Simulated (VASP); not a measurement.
# SiNi (rocksalt type) (Fm-3m) in VASP: a series of runs

SiNi (rocksalt type) is run at these levels: LDA; tasks: single point.

Program: VASP 6.6.1. These are calculated values, not measurements. Logs are shortened: lines on timing, memory, paths and dates and some standing lists are left out, and cuts for length are marked.

## 1. The cell of the first run

Symmetry: Fm-3m, No. 225, cubic system. Conventional cell: a = 4.449 Å, b = 4.449 Å, c = 4.449 Å, α = 90.00°, β = 90.00°, γ = 90.00°. Ni (site symmetry m-3m) has 6 Si at 2.22 Å within 2.9 Å. Within 2.9 Å of Si (site symmetry m-3m) lie 6 Ni at 2.22 Å.

## 2. Single point, LDA (volume scaled by 0.88)

Input file INCAR:

```
SYSTEM = SiNi
  PREC = Accurate
  ENCUT = 520
  EDIFF = 1E-6
  ISMEAR = -1
  SIGMA = 0.08
  LREAL = .False.
  LASPH = .True.
  NELM = 80
  ALGO = Normal
  ISIF = 2
  LWAVE = .False.
  LCHARG = .True.
  GGA = CA
  LELF = .True.
  LVHAR = .True.
  NBANDS = 14
```

Input file KPOINTS:

```
regular mesh
0
Gamma
  16 16 16
  0 0 0
```

Input file POSCAR:

```
SiNi
1.0
    0.0000000000      2.2245375381      2.2245375381
    2.2245375381      0.0000000000      2.2245375381
    2.2245375381      2.2245375381      0.0000000000
Ni Si
1 1
Direct
    0.0000000000      0.0000000000      0.0000000000
    0.5000000000      0.5000000000      0.5000000000
```

Potentials or basis: VASP PAW LDA potentials, release 64 (Ni, Si).

On the command line:

```console
> cat potpaw_LDA.64/Ni/POTCAR potpaw_LDA.64/Si/POTCAR > POTCAR
> mpirun -np 1 vasp_std > vasp.out
```

OUTCAR:

```text
SYSTEM = SiNi
   PREC = Accurate
   ENCUT = 520
   EDIFF = 1E-6
   ISMEAR = -1
   LREAL = .False.
   LASPH = .True.
   NELM = 80
   ISIF = 2
   GGA = CA

 ion  position               nearest neighbor table
   1  0.000  0.000  0.000-   2 2.22   2 2.22   2 2.22   2 2.22   2 2.22   2 2.22
   2  0.500  0.500  0.500-   1 2.22   1 2.22   1 2.22   1 2.22   1 2.22   1 2.22

  LATTYP: Found a face centered cubic cell.
 ALAT       =     4.4490750762

  Lattice vectors:

 A1 = (   0.0000000000,   2.2245375381,   2.2245375381)
 A2 = (   2.2245375381,   0.0000000000,   2.2245375381)
 A3 = (   2.2245375381,   2.2245375381,   0.0000000000)

Analysis of symmetry for initial positions (statically):
=====================================================================
 Subroutine PRICEL returns:
 Original cell was already a primitive cell.

 Routine SETGRP: Setting up the symmetry group for a
 face centered cubic supercell.

 Subroutine GETGRP returns: Found 48 space group operations
 (whereof 48 operations were pure point group operations)
 out of a pool of 48 trial point group operations.

The static configuration has the point symmetry O_h .

Analysis of symmetry for dynamics (positions and initial velocities):
=====================================================================
 Subroutine PRICEL returns:
 Original cell was already a primitive cell.

 Routine SETGRP: Setting up the symmetry group for a
 face centered cubic supercell.

 Subroutine GETGRP returns: Found 48 space group operations
 (whereof 48 operations were pure point group operations)
 out of a pool of 48 trial point group operations.

The dynamic configuration has the point symmetry O_h .

 Subroutine INISYM returns: Found 48 space group operations
 (whereof 48 operations are pure point group operations),
 and found     1 'primitive' translations

----------------------------------------------------------------------------------------

                                     Primitive cell

  volume of cell :      22.0165

  direct lattice vectors                    reciprocal lattice vectors
     0.000000000  2.224537538  2.224537538    -0.224765818  0.224765818  0.224765818
     2.224537538  0.000000000  2.224537538     0.224765818 -0.224765818  0.224765818
     2.224537538  2.224537538  0.000000000     0.224765818  0.224765818 -0.224765818

  length of vectors
     3.145971156  3.145971156  3.145971156     0.389305817  0.389305817  0.389305817

[... 89 lines left out ...]
   TEBEG  =    0.0;   TEEND  =   0.0 temperature during run
   PSTRESS=    0.0 pullay stress
   NELECT =      14.0000    total number of electrons
   NUPDOWN=      -1.0000    fix difference up-down
   EMIN   =  10.00;   EMAX   =-10.00  energy-range for DOS
   EFERMI =   0.00;   METHOD = LEGACY
   ISMEAR =    -1;   SIGMA  =   0.08  broadening in eV -4-tet -1-fermi 0-gaus
   EFERMI_NEDOS =   21; number of points for ismear=-14 and -15
   IALGO  =     38    algorithm
   IMIX   =      4    mixing-type and parameters
     AMIX     =   0.40;   BMIX     =  1.00
     AMIX_MAG =   1.60;   BMIX_MAG =  1.00
  volume/ion in A,a.u.               =      11.01        74.29
  Fermi-wavevector in a.u.,A,eV,Ry     =   1.407779  2.660316 26.964588  1.981841
  Thomas-Fermi vector in A             =   2.530003
   LORBIT       =      0    0 simple, 1 ext, 2 COOP (PROOUT), +10 PAW based schemes
   GGA     = CA    functional components
   LHFCALC =     F    Hartree Fock is set to
   AEXX    =    0.0000 exact exchange contribution
   IVDW    =     0    specifies the selected vdW correction
   LEPSILON=     F    determine dielectric tensor
   LRPA    =     F    only Hartree local field effects (RPA)
 non-spin polarized calculation
  energy-cutoff  :      520.00
  volume of cell :       22.02
 maximum number of plane-waves:       609
   NGX = 11   NGY = 11   NGZ = 11

 number of electron      14.0000012 magnetization

 Free energy of the ion-electron system (eV)
  ---------------------------------------------------
  ext. energy  EPLUGINS =         0.00000000
  ---------------------------------------------------
  free energy    TOTEN  =       -12.41459004 eV

  energy without entropy =      -12.39164885  energy(sigma->0) =      -12.40311945

 E-fermi :  11.6698     XC(G=0): -12.8752

 val. band max:       11.6612722001   @ k =   0.4375   0.4375   0.0000
 cond. band min:      11.6905539919   @ k =  -0.4375   0.3750   0.1250
 fundamental gap:      0.0292817918
 Fermi energy:        11.6697997025

 k-point     1 :       0.0000    0.0000    0.0000
  band No.  band energies     occupation
      1      -1.9049      2.00000
      2       8.3201      2.00000
      3       8.3201      2.00000
      4       8.3201      2.00000
      5       8.3528      2.00000
      6       8.3528      2.00000
      7      16.4938      0.00000
      8      16.4938      0.00000
      9      16.4938      0.00000
     10      22.5023      0.00000
     11      22.5023      0.00000
     12      22.5023      0.00000
     13      23.9411      0.00000
     14      27.4231      0.00000
[... 377 lines left out ...]
      1      -1.6698      2.00000
      2       8.1984      2.00000
      3       8.2312      2.00000
      4       8.2394      2.00000
      5       8.3798      2.00000
      6       8.4390      2.00000
      7      15.6576      0.00000
      8      16.0167      0.00000
      9      16.8722      0.00000
     10      21.5764      0.00000
     11      22.6112      0.00000
     12      22.7098      0.00000
     13      24.8998      0.00000
     14      25.7285      0.00000

 [... further k-points ...]

------------------------ aborting loop because EDIFF is reached ----------------------------------------

  FORCE on cell =-STRESS in cart. coord.  units (eV):
  Direction    XX          YY          ZZ          XY          YZ          ZX
  --------------------------------------------------------------------------------------
  -------------------------------------------------------------------------------------
  Total        3.9389963      3.9389963      3.9389963     -0.0000000     -0.0000000      0.0000000
  in kB      286.6466964    286.6466964    286.6466964     -0.0000000     -0.0000000      0.0000000
  external PRESSURE =     286.6466964 kB  Pullay stress =       0.0000000 kB

 VOLUME and BASIS-vectors are now :
 -----------------------------------------------------------------------------
  energy-cutoff  :      520.00
  volume of cell :       22.02
      direct lattice vectors                 reciprocal lattice vectors
     0.000000000  2.224537538  2.224537538    -0.224765818  0.224765818  0.224765818
     2.224537538  0.000000000  2.224537538     0.224765818 -0.224765818  0.224765818
     2.224537538  2.224537538  0.000000000     0.224765818  0.224765818 -0.224765818

 POSITION                                       TOTAL-FORCE (eV/Angst)
 -----------------------------------------------------------------------------------
      0.00000      0.00000      0.00000         0.000000      0.000000      0.000000
      2.22454      2.22454      2.22454         0.000000      0.000000     -0.000000
 -----------------------------------------------------------------------------------
    total drift:                                0.000000     -0.000000     -0.000000

  FREE ENERGIE OF THE ION-ELECTRON SYSTEM (eV)
  ---------------------------------------------------
  free  energy   TOTEN  =       -12.4145900428 eV

  energy  without entropy=      -12.3916488482  energy(sigma->0) =      -12.40311945
```

stdout:

```text
POSCAR found type information on POSCAR NiSi
 POSCAR found :  2 types and       2 ions
 scaLAPACK will be used
 LDA part: xc-table for (Slater(with rela. corr.)+CA(PZ))
 , standard interpolation
 POSCAR, INCAR and KPOINTS ok, starting setup
 FFT: planning ... GRIDC
 FFT: planning ... GRID_SOFT
 FFT: planning ... GRID
 WAVECAR not read
 entering main loop
```

It took 47 s on 1 thread of Intel Xeon 8259CL, shared host; peak memory 0.16 GiB.

What came out:

```yaml
Free_energy: -12.4146 eV
Pressure: 28.7 GPa
Band_gap_on_the_k_mesh: zero (band 7 reaches 16.49 eV, above the bottom of band 8 at 10.33 eV)
```

## 3. Single point, LDA (volume scaled by 0.88)

Input file INCAR:

```
PREC = Accurate
ENCUT = 520
EDIFF = 1E-7
ISMEAR = -1
SIGMA = 0.08
LREAL = False
LASPH = True
NELM = 60
ALGO = Normal
ISIF = 2
LWAVE = False
LCHARG = False
GGA = CA
NBANDS = 14
```

Input file KPOINTS:

```
Automatic mesh
0
Gamma
  16 16 16
```

POSCAR is that of step 2.

Potentials or basis: VASP PAW LDA potentials, release 64 (Ni, Si).

On the command line:

```console
> cat potpaw_LDA.64/Ni/POTCAR potpaw_LDA.64/Si/POTCAR > POTCAR
> mpirun -np 1 vasp_std > vasp.out
```

Run time: 37 s. Hardware: 1 thread of Intel Xeon 8259CL, shared host; peak memory 0.16 GiB.

Results (log left out):

```
Free energy            : -12.4146 eV
Pressure               : 28.7 GPa
Band gap on the k mesh : zero (band 7 reaches 16.49 eV, above the bottom of band 8 at 10.33 eV)
```

Levels at points of the mesh, in eV from the Fermi level:
| k point | band 3 | band 4 | band 5 | band 6 | band 7 | band 8 | band 9 | band 10 | band 11 | band 12 |
| --- | --- | --- | --- | --- | --- | --- | --- | --- | --- | --- |
| (0.00, 0.00, 0.00) | -3.35 | -3.35 | -3.32 | -3.32 | 4.82 | 4.82 | 4.82 | 10.83 | 10.83 | 10.83 |
| (0.50, 0.00, 0.00) | -4.28 | -4.28 | -2.32 | -2.32 | -1.48 | 6.57 | 6.57 | 6.80 | 6.80 | 7.39 |
| (0.50, 0.50, 0.00) | -4.53 | -2.86 | -2.07 | -2.07 | -0.86 | -0.27 | -0.27 | 4.95 | 6.59 | 19.18 |
